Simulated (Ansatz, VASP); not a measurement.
**In: VASP beside Ansatz**

```
In
1.0
     0.00000    2.36702    2.36702
     2.36702    0.00000    2.36702
     2.36702    2.36702    0.00000
In
1
Direct
  0.00000 0.00000 0.00000
```

Alike in both runs: task single point; functional PBE; k mesh 8 × 8 × 8; occupations gaussian, width 0.05 eV; no spin polarisation.

```csv
,VASP,Ansatz
version,VASP 6.6.1,Ansatz 0.2.0
potentials or method,"VASP PAW PBE potentials, release 64 (In_d), cutoff 520 eV","scalar-relativistic, plane waves, PAW"
valence electrons in the cell,13,13
```

|  | VASP | Ansatz | Ansatz less VASP |
| --- | --- | --- | --- |
| pressure (GPa) | 1.4 | 1.5 | +0.04 |

With one functional, cell and mesh, what is left measures potentials, basis and numerics.
